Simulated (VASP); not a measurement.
# Se (P6_3/mmc) in VASP: notebook

The runs below take Se through single point, relaxation of cell and atoms, with PBE.

Everything below comes from runs of VASP 6.6.1. Logs are shortened: lines on timing, memory, paths and dates and some standing lists are left out, and cuts for length are marked.

### 1 The cell of the first run

The structure is hexagonal, space group P6_3/mmc (No. 194). The conventional cell has a = 3.702 Å, b = 3.702 Å, c = 3.807 Å, α = 90.00°, β = 90.00°, γ = 120.00°. Within 3.9 Å of Se (site symmetry -6m2) lie 14 Se at 2.86 to 3.81 Å.

This isn't the form of Se at room conditions, which is trigonal, of chains.

### 2 Single point, PBE

INCAR reads:

```
SYSTEM = Se
PREC = Accurate ; ENCUT = 520
EDIFF = 1E-6 ; ISMEAR = -1
SIGMA = 0.05 ; LREAL = .FALSE.
LASPH = .TRUE. ; NELM = 80
ALGO = Normal ; ISIF = 2
LWAVE = .FALSE. ; LCHARG = .TRUE.
GGA = PE ; LELF = .TRUE.
LVHAR = .TRUE. ; NBANDS = 13
```

KPOINTS reads:

```
Automatic mesh
0
G
  9 9 5
  0 0 0
```

POSCAR reads:

```
Se
1.0
    3.7015597148      0.0000000000      0.0000000000
   -1.8507798574      3.2056447467      0.0000000000
    0.0000000000      0.0000000000      3.8071281304
Se
2
Direct
    0.3333333333      0.6666666667      0.2500000000
    0.6666666667      0.3333333333      0.7500000000
```

Potentials or basis: VASP PAW PBE potentials, release 64 (Se).

Command:

```bash
$ cat potpaw_PBE.64/Se/POTCAR > POTCAR
$ mpirun -np 1 vasp_std > vasp.out
```

OUTCAR:

```text
SYSTEM = Se
   PREC = Accurate
   ENCUT = 520
   EDIFF = 1E-6
   ISMEAR = -1
   LREAL = .FALSE.
   LASPH = .TRUE.
   NELM = 80
   ISIF = 2
   GGA = PE

 ion  position               nearest neighbor table
   1  0.333  0.667  0.250-
   2  0.667  0.333  0.750-

  LATTYP: Found a hexagonal cell.
 ALAT       =     3.7015597148
 C/A-ratio  =     1.0285199818

  Lattice vectors:

 A1 = (   3.7015597148,   0.0000000000,   0.0000000000)
 A2 = (  -1.8507798574,   3.2056447467,   0.0000000000)
 A3 = (   0.0000000000,   0.0000000000,   3.8071281304)

Analysis of symmetry for initial positions (statically):
=====================================================================
 Subroutine PRICEL returns:
 Original cell was already a primitive cell.

 Routine SETGRP: Setting up the symmetry group for a
 hexagonal supercell.

 Subroutine GETGRP returns: Found 24 space group operations
 (whereof 12 operations were pure point group operations)
 out of a pool of 24 trial point group operations.

The static configuration has the point symmetry D_3d.
 The point group associated with its full space group is D_6h.

Analysis of symmetry for dynamics (positions and initial velocities):
=====================================================================
 Subroutine PRICEL returns:
 Original cell was already a primitive cell.

 Routine SETGRP: Setting up the symmetry group for a
 hexagonal supercell.

 Subroutine GETGRP returns: Found 24 space group operations
 (whereof 12 operations were pure point group operations)
 out of a pool of 24 trial point group operations.

The dynamic configuration has the point symmetry D_3d.
 The point group associated with its full space group is D_6h.

 Subroutine INISYM returns: Found 24 space group operations
 (whereof 12 operations are pure point group operations),
 and found     1 'primitive' translations

----------------------------------------------------------------------------------------

                                     Primitive cell

  volume of cell :      45.1749

  direct lattice vectors                    reciprocal lattice vectors
     3.701559715  0.000000000  0.000000000     0.270156387  0.155974863  0.000000000
    -1.850779857  3.205644747  0.000000000     0.000000000  0.311949726  0.000000000
     0.000000000  0.000000000  3.807128130     0.000000000  0.000000000  0.262665181

  length of vectors
     3.701559715  3.701559715  3.807128130     0.311949726  0.311949726  0.262665181

  position of ions in fractional coordinates (direct lattice)
     0.333333333  0.666666667  0.250000000
     0.666666667  0.333333333  0.750000000

  ion indices of the primitive-cell ions
   primitive index   ion index
                 1           1
                 2           2

----------------------------------------------------------------------------------------

 KPOINTS: Automatic mesh

Automatic generation of k-mesh.
 Grid dimensions read from file:
 generate k-points for:    9    9    5

 Generating k-lattice:

  Cartesian coordinates                     Fractional coordinates (reciprocal lattice)
     0.030017376  0.017330540  0.000000000     0.111111111  0.000000000  0.000000000
     0.000000000  0.034661081  0.000000000     0.000000000  0.111111111  0.000000000
     0.000000000  0.000000000  0.052533036     0.000000000  0.000000000  0.200000000

  Length of vectors
     0.034661081  0.034661081  0.052533036

  Shift w.r.t. Gamma in fractional coordinates (k-lattice)
     0.000000000  0.000000000  0.000000000

 Subroutine IBZKPT returns following result:
 ===========================================

 Found     36 irreducible k-points:

 Following reciprocal coordinates:
            Coordinates               Weight
  0.000000  0.000000  0.000000      1.000000
  0.111111  0.000000  0.000000      6.000000
  0.222222  0.000000  0.000000      6.000000
  0.333333  0.000000  0.000000      6.000000
  0.444444  0.000000  0.000000      6.000000
  0.111111  0.111111  0.000000      6.000000
[... 16 lines left out ...]
  0.333333  0.222222  0.200000     24.000000
  0.333333  0.333333  0.200000      4.000000
 [... further k-points ...]
   k-points           NKPTS =     36   k-points in BZ     NKDIM =     36   number of bands    NBANDS=     13
   number of dos      NEDOS =    301   number of ions     NIONS =      2
   total plane-waves  NPLWV =  21952
   dimension x,y,z NGX =    28 NGY =   28 NGZ =   28
   dimension x,y,z NGXF=    56 NGYF=   56 NGZF=   56
   ions per type =               2
   NGX,Y,Z   is equivalent  to a cutoff of  12.58, 12.58, 12.23 a.u.
   NGXF,Y,Z  is equivalent  to a cutoff of  25.15, 25.15, 24.45 a.u.
 SYSTEM =  Se
   PREC   = accura    normal or accurate (medium, high low for compatibility)
   ISTART =      0    job   : 0-new  1-cont  2-samecut
   ICHARG =      2    charge: 1-file 2-atom 10-const
   ISPIN  =      1    spin polarized calculation?
   LNONCOLLINEAR =      F non collinear calculations
   LSORBIT =      F    spin-orbit coupling
   LASPH  =      T    aspherical Exc in radial PAW
   ENCUT  =  520.0 eV  38.22 Ry    6.18 a.u.   6.88  6.88  7.08*2*pi/ulx,y,z
   NELM   =     80;   NELMIN=  2; NELMDL= -5     # of ELM steps
   EDIFF  = 0.1E-05   stopping-criterion for ELM
   LREAL  =      F    real-space projection
   EDIFFG = 0.1E-04   stopping-criterion for IOM
   NSW    =      0    number of steps for IOM
   IBRION =     -1    ionic relax: 0-MD 1-quasi-New 2-CG
   NFREE  =      0    steps in history (QN), initial steepest desc. (CG)
   ISIF   =      2    stress and relaxation
   ISYM   =      2    0-nonsym 1-usesym 2-fastsym
   POTIM  = 0.5000    time-step for ionic-motion
   TEBEG  =    0.0;   TEEND  =   0.0 temperature during run
   PSTRESS=    0.0 pullay stress
   NELECT =      12.0000    total number of electrons
   NUPDOWN=      -1.0000    fix difference up-down
   EMIN   =  10.00;   EMAX   =-10.00  energy-range for DOS
   EFERMI =   0.00;   METHOD = LEGACY
   ISMEAR =    -1;   SIGMA  =   0.05  broadening in eV -4-tet -1-fermi 0-gaus
   EFERMI_NEDOS =   21; number of points for ismear=-14 and -15
   IALGO  =     38    algorithm
   IMIX   =      4    mixing-type and parameters
     AMIX     =   0.40;   BMIX     =  1.00
     AMIX_MAG =   1.60;   BMIX_MAG =  1.00
  volume/ion in A,a.u.               =      22.59       152.43
  Fermi-wavevector in a.u.,A,eV,Ry     =   1.052372  1.988695 15.068279  1.107487
  Thomas-Fermi vector in A             =   2.187452
   LORBIT       =      0    0 simple, 1 ext, 2 COOP (PROOUT), +10 PAW based schemes
   GGA     = PE    functional components
   LHFCALC =     F    Hartree Fock is set to
   AEXX    =    0.0000 exact exchange contribution
   IVDW    =     0    specifies the selected vdW correction
   LEPSILON=     F    determine dielectric tensor
   LRPA    =     F    only Hartree local field effects (RPA)
 non-spin polarized calculation
  energy-cutoff  :      520.00
  volume of cell :       45.17
 maximum number of plane-waves:      1236
 NGX is ok and might be reduce to    28
   NGX = 13   NGY = 13   NGZ = 15

 number of electron      12.0000000 magnetization

 Free energy of the ion-electron system (eV)
  ---------------------------------------------------
  ext. energy  EPLUGINS =         0.00000000
  ---------------------------------------------------
  free energy    TOTEN  =        -6.28049595 eV

  energy without entropy =       -6.27221158  energy(sigma->0) =       -6.27635377

 E-fermi :   4.5339     XC(G=0):  -9.9573

 val. band max:        4.5181141196   @ k =   0.2222   0.0000   0.0000
 cond. band min:       4.5411747521   @ k =   0.3333   0.1111   0.0000
 fundamental gap:      0.0230606325
 Fermi energy:         4.5338684352

 k-point     1 :       0.0000    0.0000    0.0000
  band No.  band energies     occupation
      1     -11.2982      2.00000
      2      -5.6182      2.00000
      3      -0.0097      2.00000
      4       2.1895      2.00000
      5       2.1895      2.00000
      6       5.3254      0.00000
      7       5.3254      0.00000
      8       7.8304      0.00000
      9       8.7902      0.00000
     10      11.6546      0.00000
     11      14.5602      0.00000
     12      14.5602      0.00000
     13      16.2668      0.00000

 k-point     2 :       0.1111    0.0000    0.0000
  band No.  band energies     occupation
      1     -11.1684      2.00000
      2      -5.7741      2.00000
      3       0.1305      2.00000
      4       1.8571      2.00000
      5       1.9278      2.00000
      6       5.0448      0.00007
      7       5.6202      0.00000
      8       7.4197      0.00000
      9       9.2820      0.00000
     10      12.1573      0.00000
     11      14.0075      0.00000
     12      14.6128      0.00000
     13      15.8927      0.00000

 k-point     3 :       0.2222    0.0000    0.0000
  band No.  band energies     occupation
      1     -10.7907      2.00000
      2      -6.2442      2.00000
      3       0.5401      2.00000
      4       1.2238      2.00000
      5       1.4165      2.00000
      6       4.5181      1.15625
      7       6.1761      0.00000
      8       6.4166      0.00000
      9      10.0823      0.00000
     10      12.1377      0.00000
     11      15.0295      0.00000
     12      15.0366      0.00000
     13      15.2278      0.00000

 k-point     4 :       0.3333    0.0000    0.0000
  band No.  band energies     occupation
      1     -10.2121      2.00000
      2      -6.9695      2.00000
      3       0.7323      2.00000
      4       0.9727      2.00000
      5       1.1720      2.00000
      6       4.1294      1.99939
      7       5.2167      0.00000
      8       6.5999      0.00000
      9       9.5274      0.00000
     10      13.5244      0.00000
     11      14.6904      0.00000
     12      14.9585      0.00000
     13      15.8817      0.00000

 k-point     5 :       0.4444    0.0000    0.0000
  band No.  band energies     occupation
      1      -9.6068      2.00000
      2      -7.6910      2.00000
      3       0.4983      2.00000
      4       0.7287      2.00000
      5       1.8374      2.00000
      6       3.9637      1.99998
      7       4.2225      1.99606
      8       6.7922      0.00000
      9       8.8914      0.00000
     10      14.4049      0.00000
     11      14.5215      0.00000
     12      15.3726      0.00000
     13      16.1549      0.00000
[... 257 lines left out ...]
 k-point    22 :       0.2222    0.2222    0.2000
  band No.  band energies     occupation
      1      -9.5908      2.00000
      2      -7.4181      2.00000
      3      -0.4642      2.00000
      4      -0.0838      2.00000
      5       1.9651      2.00000
      6       4.2399      1.99442
      7       5.0244      0.00011
      8       6.5026      0.00000
      9      11.8170      0.00000
     10      12.0368      0.00000
     11      14.2042      0.00000
     12      15.8402      0.00000
     13      16.6231      0.00000

 k-point    23 :       0.3333    0.2222    0.2000
  band No.  band energies     occupation
      1      -9.0100      2.00000
      2      -7.9347      2.00000
      3      -0.6807      2.00000
      4       0.0142      2.00000
      5       1.1099      2.00000
      6       4.7512      0.02556
      7       4.8075      0.00836
      8       6.3352      0.00000
      9      11.5603      0.00000
     10      13.3055      0.00000
     11      14.1798      0.00000
     12      15.6518      0.00000
     13      16.7512      0.00000

 k-point    24 :       0.3333    0.3333    0.2000
  band No.  band energies     occupation
      1      -8.4549      2.00000
      2      -8.4549      2.00000
      3      -0.8441      2.00000
      4       0.4556      2.00000
      5       0.4556      2.00000
      6       4.4871      1.43672
      7       5.7219      0.00000
      8       5.7219      0.00000
      9      12.4773      0.00000
     10      13.6890      0.00000
     11      14.0948      0.00000
     12      14.0948      0.00000
     13      18.2663      0.00000

 [... further k-points ...]

------------------------ aborting loop because EDIFF is reached ----------------------------------------

  FORCE on cell =-STRESS in cart. coord.  units (eV):
  Direction    XX          YY          ZZ          XY          YZ          ZX
  --------------------------------------------------------------------------------------
  -------------------------------------------------------------------------------------
  Total        0.0091632      0.0091632      0.0107179      0.0000000      0.0000000      0.0000000
  in kB        0.3249834      0.3249834      0.3801204      0.0000000      0.0000000      0.0000000
  external PRESSURE =       0.3433624 kB  Pullay stress =       0.0000000 kB

 VOLUME and BASIS-vectors are now :
 -----------------------------------------------------------------------------
  energy-cutoff  :      520.00
  volume of cell :       45.17
      direct lattice vectors                 reciprocal lattice vectors
     3.701559715  0.000000000  0.000000000     0.270156387  0.155974863  0.000000000
    -1.850779857  3.205644747  0.000000000     0.000000000  0.311949726  0.000000000
     0.000000000  0.000000000  3.807128130     0.000000000  0.000000000  0.262665181

 POSITION                                       TOTAL-FORCE (eV/Angst)
 -----------------------------------------------------------------------------------
     -0.00000      2.13710      0.95178        -0.000000      0.000000      0.000000
      1.85078      1.06855      2.85535         0.000000     -0.000000      0.000000
 -----------------------------------------------------------------------------------
    total drift:                               -0.000000      0.000000      0.000000

  FREE ENERGIE OF THE ION-ELECTRON SYSTEM (eV)
  ---------------------------------------------------
  free  energy   TOTEN  =        -6.2804959500 eV

  energy  without entropy=       -6.2722115807  energy(sigma->0) =       -6.27635377
```

It took 21 s on 1 thread of Intel Xeon 8259CL, shared host; peak memory 0.16 GiB.

What came out:

| Item | Value |
| --- | --- |
| Free energy | -6.2805 eV |
| Pressure | 0.0 GPa |
| Band gap on the k mesh | zero (bands 6 and 7 overlap by 2.26 eV) |

(Part 1 of 2 ends here.)
